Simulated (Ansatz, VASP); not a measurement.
# AlN: VASP beside Ansatz

```xyz
4
Lattice="3.1806 0.0000 0.0000 -1.5903 2.7545 0.0000 0.0000 0.0000 3.9252" Properties=species:S:1:pos:R:3 pbc="T T T"
Al    0.0000    1.8363    2.9439
Al    1.5903    0.9182    0.9813
N     0.0000    1.8363    0.9813
N     1.5903    0.9182    2.9439
```

Alike in both runs: task single point; functional PBEsol; k mesh 9 × 9 × 6; occupations gaussian, width 0.05 eV; no spin polarisation.

|  | VASP | Ansatz |
| --- | --- | --- |
| version | VASP 6.6.1 | Ansatz 0.2.0 |
| potentials or method | VASP PAW PBE potentials, release 64 (Al, N), cutoff 520 eV | scalar-relativistic, plane waves, PAW |
| valence electrons in the cell | 16 | 16 |

VASP gave:

```
gap on the k mesh at the Fermi level (eV) : 4.24
least direct gap on the mesh (eV)         : 4.27
```

**Question.** Estimate Ansatz's values.

**Answer.** gap on the k mesh at the Fermi level (eV): 4.25; least direct gap on the mesh (eV): 4.25.

VASP's potentials were made for PBE, not for PBEsol, and Ansatz warns of the same on its side. The functional is the same, so the differences come from potentials, cutoffs and numerics.
